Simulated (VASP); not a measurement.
Crystal: Zn.

```xyz
4
Lattice="3.5088 0.0000 0.0000 -1.7544 3.0387 0.0000 0.0000 0.0000 5.7895" Properties=species:S:1:pos:R:3 pbc="T T T"
Zn    0.0000    2.0258    2.5329
Zn    1.7544    1.0129    5.4277
Zn    1.7544    1.0129    3.2566
Zn    0.0000    2.0258    0.3618
```

```yaml
Program: VASP 6.6.1
Task: relaxation of cell and atoms
Functional: PBE
Potentials_or_basis: VASP PAW PBE potentials, release 64 (Zn)
Cutoff: 600 eV
k_mesh: 6 × 6 × 4
Occupations: gaussian, width 0.1 eV
Spin: no spin polarisation
```

At the start: pressure 41.3 GPa; volume 15.43 Å³/atom.

How do energy, volume and symmetry change on relaxing?

Over 35 steps the energy falls by 896.1 meV/atom and the volume is 21.69 Å³/atom (+40.6 %); space group P6_3/mmc (No. 194, to 0.1 Å) before, P6/mmm (No. 191, to 0.1 Å).

The path:
```csv
step,energy change (eV),largest force (eV/Å),pressure (GPa),volume (Å³)
1,0.0000,0.2250,41.33,61.73
2,-2.9934,0.1539,-1.35,104.55
3,-3.0073,0.1518,1.04,96.08
4,-3.0168,0.1547,0.06,99.43
5,-3.0158,0.1552,-0.29,100.31
6,-3.0202,0.0895,-0.13,99.67
7,-3.0209,0.0013,0.14,98.78
8,-3.0214,0.0334,0.03,99.11
9,-3.0239,0.0428,0.07,98.96
10,-3.0323,0.0756,0.16,98.57
11,-3.0532,0.1339,0.31,97.74
12,-3.0946,0.2551,0.45,95.94
13,-3.2336,0.6254,0.13,91.69
14,-2.8689,0.0068,8.24,80.52
15,-3.1667,1.2023,0.92,90.05
16,-3.2304,1.5823,1.81,85.60
17,-3.1609,1.4941,3.71,83.14
18,-3.2005,1.5867,2.53,84.14
19,-3.1881,1.5634,3.00,83.74
20,-3.2304,1.4280,2.52,83.97
21,-3.3380,1.0671,1.47,84.63
22,-3.4813,0.5309,0.36,85.94
23,-3.5589,0.0539,-0.59,88.53
24,-3.5643,0.1230,-0.85,89.09
25,-3.5649,0.1528,-0.84,89.37
26,-3.5711,0.1376,-0.63,88.99
27,-3.5792,0.1083,-0.45,88.18
28,-3.5735,0.0587,0.13,86.57
29,-3.5806,0.0924,-0.36,87.71
30,-3.5806,0.0904,-0.29,87.65
31,-3.5822,0.0773,-0.18,87.34
32,-3.5838,0.0490,0.10,86.73
33,-3.5839,0.0403,0.28,86.55
34,-3.5839,0.0439,0.17,86.62
35,-3.5843,0.0300,0.09,86.77
```

Final structure:
```yaml
crystal:
  lattice:
    - [4.40265, 0.00000, 0.00000]
    - [-2.20132, 3.81280, 0.00000]
    - [0.00000, 0.00000, 5.16913]
  atoms:
    - { symbol: Zn, position: [0.33333, 0.66667, 0.50083] }
    - { symbol: Zn, position: [0.66667, 0.33333, 0.00084] }
    - { symbol: Zn, position: [0.66667, 0.33333, 0.49917] }
    - { symbol: Zn, position: [0.33333, 0.66667, 0.99917] }
```

Caveat: the volume moved by over 15 % at a fixed basis, so the end points are rough.
